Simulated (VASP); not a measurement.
# TiO2 (Anatase) (I4_1/amd) in VASP: notebook

TiO2 (Anatase) is run at these levels: PBE+U; tasks: single point.

Program: VASP 6.6.1. These are calculated values, not measurements. Logs are shortened: lines on timing, memory, paths and dates and some standing lists are left out, and cuts for length are marked.

## Step 1: The cell of the first run

It takes space group I4_1/amd (No. 141, tetragonal). The conventional cell has a = 3.784 Å, b = 3.784 Å, c = 9.515 Å, α = 90.00°, β = 90.00°, γ = 90.00°. Within 2.6 Å of Ti (site symmetry -4m2) lie 6 O at 1.93 to 1.98 Å. O (site symmetry 2mm) has 3 Ti at 1.93 to 1.98 Å and 2 O at 2.47 Å within 2.6 Å.

## Step 2: Single point, PBE+U

The input, INCAR:

```
PREC = Accurate
ENCUT = 520
EDIFF = 1E-7
ISMEAR = -1
SIGMA = 0.05
LREAL = F
LASPH = T
NELM = 150
ALGO = Normal
ISIF = 2
LWAVE = F
LCHARG = T
LMAXMIX = 4
LDAU = T
LDAUTYPE = 2
LDAUL = 2 -1
LDAUU = 5 0
LDAUJ = 0 0
LDAUPRINT = 1
GGA = PE
LELF = T
LVHAR = T
NBANDS = 33
```

The input, KPOINTS:

```
Automatic mesh
0
Gamma
  10 10 10
```

The input, POSCAR:

```
TiO2
1.0
   -1.8921000000      1.8921000000      4.7573000000
    1.8921000000     -1.8921000000      4.7573000000
    1.8921000000      1.8921000000     -4.7573000000
Ti O
2 4
Direct
    0.7500000000      0.2500000000      0.5000000000
    0.0000000000      0.0000000000      0.0000000000
    0.7919000000      0.7919000000      0.0000000000
    0.5419000000      0.0419000000      0.5000000000
    0.9581000000      0.4581000000      0.5000000000
    0.2081000000      0.2081000000      0.0000000000
```

Potentials or basis: VASP PAW PBE potentials, release 64 (Ti_sv, O).

Started as:

```console
> cat potpaw_PBE.64/Ti_sv/POTCAR potpaw_PBE.64/O/POTCAR > POTCAR
> mpirun -np 1 vasp_std > vasp.out
```

OUTCAR:

```text
PREC = Accurate
   ENCUT = 520
   EDIFF = 1E-7
   ISMEAR = -1
   LREAL = F
   LASPH = T
   NELM = 150
   ISIF = 2
   GGA = PE

 ion  position               nearest neighbor table
   1  0.750  0.250  0.500-   3 1.93   6 1.93   3 1.93   6 1.93   5 1.98   4 1.98
   2  0.000  0.000  0.000-   4 1.93   5 1.93   4 1.93   5 1.93   3 1.98   6 1.98
   3  0.792  0.792  0.000-   1 1.93   1 1.93   2 1.98
   4  0.542  0.042  0.500-   2 1.93   2 1.93   1 1.98
   5  0.958  0.458  0.500-   2 1.93   2 1.93   1 1.98
   6  0.208  0.208  0.000-   1 1.93   1 1.93   2 1.98

  LATTYP: Found a body centered tetragonal cell.
 ALAT       =     3.7842000000
 C/A-ratio  =     2.5142962846

  Lattice vectors:

 A1 = (  -1.8921000000,   1.8921000000,   4.7573000000)
 A2 = (   1.8921000000,  -1.8921000000,   4.7573000000)
 A3 = (   1.8921000000,   1.8921000000,  -4.7573000000)

Analysis of symmetry for initial positions (statically):
=====================================================================
 Subroutine PRICEL returns:
 Original cell was already a primitive cell.

 Routine SETGRP: Setting up the symmetry group for a
 body centered tetragonal supercell.

 Subroutine GETGRP returns: Found 16 space group operations
 (whereof  8 operations were pure point group operations)
 out of a pool of 16 trial point group operations.

The static configuration has the point symmetry D_2d.
 The point group associated with its full space group is D_4h.

Analysis of symmetry for dynamics (positions and initial velocities):
=====================================================================
 Subroutine PRICEL returns:
 Original cell was already a primitive cell.

 Routine SETGRP: Setting up the symmetry group for a
 body centered tetragonal supercell.

 Subroutine GETGRP returns: Found 16 space group operations
 (whereof  8 operations were pure point group operations)
 out of a pool of 16 trial point group operations.

The dynamic configuration has the point symmetry D_2d.
 The point group associated with its full space group is D_4h.

 Subroutine INISYM returns: Found 16 space group operations
 (whereof  8 operations are pure point group operations),
 and found     1 'primitive' translations

----------------------------------------------------------------------------------------

                                     Primitive cell

  volume of cell :      68.1253

  direct lattice vectors                    reciprocal lattice vectors
    -1.892100000  1.892100000  4.757300000     0.000000000  0.264256646  0.105101633
     1.892100000 -1.892100000  4.757300000     0.264256646  0.000000000  0.105101633
     1.892100000  1.892100000 -4.757300000     0.264256646  0.264256646  0.000000000

  length of vectors
     5.458203744  5.458203744  5.458203744     0.284390450  0.284390450  0.373715333

  position of ions in fractional coordinates (direct lattice)
     0.750000000  0.250000000  0.500000000
     0.000000000  0.000000000  0.000000000
     0.791900000  0.791900000  0.000000000
     0.541900000  0.041900000  0.500000000
     0.958100000  0.458100000  0.500000000
     0.208100000  0.208100000  0.000000000

  ion indices of the primitive-cell ions
   primitive index   ion index
                 1           1
                 2           2
                 3           3
                 4           4
                 5           5
                 6           6

----------------------------------------------------------------------------------------

 KPOINTS: Automatic mesh

Automatic generation of k-mesh.
 Grid dimensions read from file:
 generate k-points for:   10   10   10

 Generating k-lattice:

  Cartesian coordinates                     Fractional coordinates (reciprocal lattice)
     0.000000000  0.026425665  0.010510163     0.100000000  0.000000000  0.000000000
     0.026425665  0.000000000  0.010510163     0.000000000  0.100000000  0.000000000
     0.026425665  0.026425665  0.000000000     0.000000000  0.000000000  0.100000000

  Length of vectors
     0.028439045  0.028439045  0.037371533

  Shift w.r.t. Gamma in fractional coordinates (k-lattice)
[... 58 lines left out ...]
   ISIF   =      2    stress and relaxation
   ISYM   =      2    0-nonsym 1-usesym 2-fastsym
   POTIM  = 0.5000    time-step for ionic-motion
   TEBEG  =    0.0;   TEEND  =   0.0 temperature during run
   PSTRESS=    0.0 pullay stress
   NELECT =      48.0000    total number of electrons
   NUPDOWN=      -1.0000    fix difference up-down
   EMIN   =  10.00;   EMAX   =-10.00  energy-range for DOS
   EFERMI =   0.00;   METHOD = LEGACY
   ISMEAR =    -1;   SIGMA  =   0.05  broadening in eV -4-tet -1-fermi 0-gaus
   EFERMI_NEDOS =   21; number of points for ismear=-14 and -15
   IALGO  =     38    algorithm
   IMIX   =      4    mixing-type and parameters
     AMIX     =   0.40;   BMIX     =  1.00
     AMIX_MAG =   1.60;   BMIX_MAG =  1.00
  volume/ion in A,a.u.               =      11.35        76.62
  Fermi-wavevector in a.u.,A,eV,Ry     =   1.456752  2.752862 28.873289  2.122127
  Thomas-Fermi vector in A             =   2.573634
   LORBIT       =      0    0 simple, 1 ext, 2 COOP (PROOUT), +10 PAW based schemes
 LDA+U is selected, type is set to LDAUTYPE =  2
   angular momentum for each species LDAUL =     2   -1
   U (eV)           for each species LDAUU =   5.0  0.0
   J (eV)           for each species LDAUJ =   0.0  0.0
   GGA     = PE    functional components
   LHFCALC =     F    Hartree Fock is set to
   AEXX    =    0.0000 exact exchange contribution
   IVDW    =     0    specifies the selected vdW correction
   LEPSILON=     F    determine dielectric tensor
   LRPA    =     F    only Hartree local field effects (RPA)
 non-spin polarized calculation
  energy-cutoff  :      520.00
  volume of cell :       68.13
 maximum number of plane-waves:      1850
 NGX is ok and might be reduce to    42
   NGX = 21   NGY = 21   NGZ = 21

atom =   1  type =  1  l = 2

 onsite density matrix

spin component  1

  0.1011 -0.0000  0.0000  0.0000 -0.0000
 -0.0000  0.0980 -0.0000  0.0000 -0.0000
  0.0000 -0.0000  0.2518  0.0000 -0.0000
  0.0000  0.0000  0.0000  0.0980  0.0000
 -0.0000 -0.0000 -0.0000  0.0000  0.2520

spin component  2

  0.1011 -0.0000  0.0000  0.0000 -0.0000
 -0.0000  0.0980 -0.0000  0.0000 -0.0000
  0.0000 -0.0000  0.2518  0.0000 -0.0000
  0.0000  0.0000  0.0000  0.0980  0.0000
 -0.0000 -0.0000 -0.0000  0.0000  0.2520

 occupancies and eigenvectors

  o =  0.0980  v =  0.0000  0.9232 -0.0000  0.3843 -0.0000  0.0000  0.0000  0.0000  0.0000  0.0000      0.0000  0.0000  0.0000  0.0000  0.0000  0.0000  0.0000  0.0000  0.0000  0.0000
  o =  0.0980  v =  0.0000  0.0000  0.0000  0.0000  0.0000  0.0000  0.9232 -0.0000  0.3843 -0.0000      0.0000  0.0000  0.0000  0.0000  0.0000  0.0000  0.0000  0.0000  0.0000  0.0000
  o =  0.0980  v =  0.0000  0.0000  0.0000  0.0000  0.0000  0.0000 -0.3843  0.0000  0.9232  0.0000      0.0000  0.0000  0.0000  0.0000  0.0000  0.0000  0.0000  0.0000  0.0000  0.0000
  o =  0.0980  v =  0.0000 -0.3843  0.0000  0.9232  0.0000  0.0000  0.0000  0.0000  0.0000  0.0000      0.0000  0.0000  0.0000  0.0000  0.0000  0.0000  0.0000  0.0000  0.0000  0.0000
  o =  0.1011  v =  0.0000  0.0000  0.0000  0.0000  0.0000  1.0000  0.0000  0.0000  0.0000  0.0000      0.0000  0.0000  0.0000  0.0000  0.0000  0.0000  0.0000  0.0000  0.0000  0.0000
  o =  0.1011  v =  1.0000  0.0000  0.0000  0.0000  0.0000  0.0000  0.0000  0.0000  0.0000  0.0000      0.0000  0.0000  0.0000  0.0000  0.0000  0.0000  0.0000  0.0000  0.0000  0.0000
  o =  0.2518  v =  0.0000  0.0000  1.0000 -0.0000 -0.0000  0.0000  0.0000  0.0000  0.0000  0.0000      0.0000  0.0000  0.0000  0.0000  0.0000  0.0000  0.0000  0.0000  0.0000  0.0000
  o =  0.2518  v =  0.0000  0.0000  0.0000  0.0000  0.0000  0.0000  0.0000  1.0000 -0.0000 -0.0000      0.0000  0.0000  0.0000  0.0000  0.0000  0.0000  0.0000  0.0000  0.0000  0.0000
  o =  0.2520  v =  0.0000 -0.0000 -0.0000  0.0000 -1.0000  0.0000  0.0000  0.0000  0.0000  0.0000      0.0000  0.0000  0.0000  0.0000  0.0000  0.0000  0.0000  0.0000  0.0000  0.0000
  o =  0.2520  v =  0.0000  0.0000  0.0000  0.0000  0.0000  0.0000 -0.0000 -0.0000  0.0000 -1.0000      0.0000  0.0000  0.0000  0.0000  0.0000  0.0000  0.0000  0.0000  0.0000  0.0000

atom =   2  type =  1  l = 2

 onsite density matrix

spin component  1

  0.1011 -0.0000  0.0000  0.0000 -0.0000
 -0.0000  0.0980  0.0000  0.0000 -0.0000
  0.0000  0.0000  0.2518  0.0000  0.0000
  0.0000  0.0000  0.0000  0.0980  0.0000
 -0.0000 -0.0000  0.0000  0.0000  0.2520

spin component  2

  0.1011 -0.0000  0.0000  0.0000 -0.0000
 -0.0000  0.0980  0.0000  0.0000 -0.0000
  0.0000  0.0000  0.2518  0.0000  0.0000
  0.0000  0.0000  0.0000  0.0980  0.0000
 -0.0000 -0.0000  0.0000  0.0000  0.2520

 occupancies and eigenvectors

  o =  0.0980  v =  0.0000  0.8689 -0.0000  0.4951  0.0000  0.0000  0.0000  0.0000  0.0000  0.0000      0.0000  0.0000  0.0000  0.0000  0.0000  0.0000  0.0000  0.0000  0.0000  0.0000
  o =  0.0980  v =  0.0000  0.0000  0.0000  0.0000  0.0000  0.0000  0.8689 -0.0000  0.4951  0.0000      0.0000  0.0000  0.0000  0.0000  0.0000  0.0000  0.0000  0.0000  0.0000  0.0000
  o =  0.0980  v =  0.0000  0.0000  0.0000  0.0000  0.0000  0.0000 -0.4951  0.0000  0.8689 -0.0000      0.0000  0.0000  0.0000  0.0000  0.0000  0.0000  0.0000  0.0000  0.0000  0.0000
  o =  0.0980  v =  0.0000 -0.4951  0.0000  0.8689 -0.0000  0.0000  0.0000  0.0000  0.0000  0.0000      0.0000  0.0000  0.0000  0.0000  0.0000  0.0000  0.0000  0.0000  0.0000  0.0000
  o =  0.1011  v =  0.0000  0.0000  0.0000  0.0000  0.0000  1.0000  0.0000  0.0000  0.0000  0.0000      0.0000  0.0000  0.0000  0.0000  0.0000  0.0000  0.0000  0.0000  0.0000  0.0000
  o =  0.1011  v =  1.0000  0.0000  0.0000  0.0000  0.0000  0.0000  0.0000  0.0000  0.0000  0.0000      0.0000  0.0000  0.0000  0.0000  0.0000  0.0000  0.0000  0.0000  0.0000  0.0000
  o =  0.2518  v =  0.0000  0.0000  1.0000  0.0000 -0.0000  0.0000  0.0000  0.0000  0.0000  0.0000      0.0000  0.0000  0.0000  0.0000  0.0000  0.0000  0.0000  0.0000  0.0000  0.0000
  o =  0.2518  v =  0.0000  0.0000  0.0000  0.0000  0.0000  0.0000  0.0000  1.0000  0.0000 -0.0000      0.0000  0.0000  0.0000  0.0000  0.0000  0.0000  0.0000  0.0000  0.0000  0.0000
  o =  0.2520  v =  0.0000  0.0000  0.0000  0.0000  0.0000  0.0000 -0.0000  0.0000  0.0000  1.0000      0.0000  0.0000  0.0000  0.0000  0.0000  0.0000  0.0000  0.0000  0.0000  0.0000
  o =  0.2520  v =  0.0000 -0.0000  0.0000  0.0000  1.0000  0.0000  0.0000  0.0000  0.0000  0.0000      0.0000  0.0000  0.0000  0.0000  0.0000  0.0000  0.0000  0.0000  0.0000  0.0000

 number of electron      47.9999989 magnetization

 Free energy of the ion-electron system (eV)
  ---------------------------------------------------
  ext. energy  EPLUGINS =         0.00000000
  ---------------------------------------------------
  free energy    TOTEN  =       -47.04998721 eV

  energy without entropy =      -47.04998721  energy(sigma->0) =      -47.04998721

 E-fermi :   4.9303     XC(G=0): -10.7563

 val. band max:        3.7038075970   @ k =  -0.4000   0.4000   0.0000
 cond. band min:       6.5498657881   @ k =   0.0000   0.0000   0.0000
 fundamental gap:      2.8460581911
 Fermi energy:         4.9303486833

 k-point     1 :       0.0000    0.0000    0.0000
  band No.  band energies     occupation
      1     -53.9171      2.00000
      2     -53.8599      2.00000
      3     -30.3091      2.00000
      4     -30.0832      2.00000
      5     -30.0832      2.00000
      6     -30.0159      2.00000
[... 853 lines left out ...]
     32      10.2921      0.00000
     33      11.1397      0.00000

 [... further k-points ...]

------------------------ aborting loop because EDIFF is reached ----------------------------------------

  FORCE on cell =-STRESS in cart. coord.  units (eV):
  Direction    XX          YY          ZZ          XY          YZ          ZX
  --------------------------------------------------------------------------------------
  -------------------------------------------------------------------------------------
  Total        6.5955855      6.5955855      6.2654332      0.0000000      0.0000000      0.0000000
  in kB      155.1155139    155.1155139    147.3509651      0.0000000      0.0000000      0.0000000
  external PRESSURE =     152.5273310 kB  Pullay stress =       0.0000000 kB

 VOLUME and BASIS-vectors are now :
 -----------------------------------------------------------------------------
  energy-cutoff  :      520.00
  volume of cell :       68.13
      direct lattice vectors                 reciprocal lattice vectors
    -1.892100000  1.892100000  4.757300000     0.000000000  0.264256646  0.105101633
     1.892100000 -1.892100000  4.757300000     0.264256646  0.000000000  0.105101633
     1.892100000  1.892100000 -4.757300000     0.264256646  0.264256646  0.000000000

 POSITION                                       TOTAL-FORCE (eV/Angst)
 -----------------------------------------------------------------------------------
      0.00000      1.89210      2.37865        -0.000000     -0.000000      0.000000
      0.00000      0.00000      0.00000        -0.000000     -0.000000      0.000000
      0.00000      0.00000      7.53461         0.000000     -0.000000     -0.263046
      0.00000      1.89210      0.39866        -0.000000      0.000000     -0.263046
      0.00000      1.89210      4.35864        -0.000000      0.000000      0.263046
      0.00000      0.00000      1.97999         0.000000     -0.000000      0.263046
 -----------------------------------------------------------------------------------
    total drift:                                0.000000      0.000000      0.000000

  FREE ENERGIE OF THE ION-ELECTRON SYSTEM (eV)
  ---------------------------------------------------
  free  energy   TOTEN  =       -47.0499872133 eV

  energy  without entropy=      -47.0499872133  energy(sigma->0) =      -47.04998721
```

It took 8.4 min on 1 thread of Intel Xeon 6975P-C, shared host; peak memory 0.37 GiB.

What came out:

| Item | Value |
| --- | --- |
| Free energy | -47.0500 eV |
| Pressure | 15.3 GPa |
| Largest force | 0.263 eV/Å |
| Band gap on the k mesh | 2.85 eV, indirect (least direct gap 3.22 eV) |

Forces in eV/Å, atoms in the order of the input:
```
Ti   0.000  0.000  0.000
Ti   0.000  0.000  0.000
O    0.000  0.000 -0.263
O    0.000  0.000 -0.263
O    0.000  0.000  0.263
O    0.000  0.000  0.263
```

Stress tensor (GPa, compression positive):
```
15.51  0.00  0.00
 0.00 15.51  0.00
 0.00  0.00 14.74
```

Levels at points of the mesh, in eV from the valence-band top:
| k point | band 22 | band 23 | band 24 | band 25 | band 26 | band 27 |
| --- | --- | --- | --- | --- | --- | --- |
| (0.00, 0.00, 0.00) | -0.74 | -0.48 | -0.48 | 2.85 | 3.64 | 4.58 |
| (0.50, 0.00, 0.00) | -0.96 | -0.92 | -0.70 | 3.96 | 4.15 | 4.19 |
| (0.50, 0.50, 0.00) | -2.05 | -0.04 | -0.04 | 4.06 | 4.06 | 4.46 |
| (0.50, 0.50, 0.50) | -1.31 | -0.16 | -0.16 | 3.23 | 3.23 | 4.53 |

Eigenvalues of the final occupation matrices:
```tsv
site	spin	trace	eigenvalues
site 1 d	1	0.80	0.10 0.10 0.10 0.25 0.25
site 1 d	2	0.80	0.10 0.10 0.10 0.25 0.25
site 2 d	1	0.80	0.10 0.10 0.10 0.25 0.25
site 2 d	2	0.80	0.10 0.10 0.10 0.25 0.25
```

A k mesh can miss the band edges.

(Continued in part 2 of 2.)
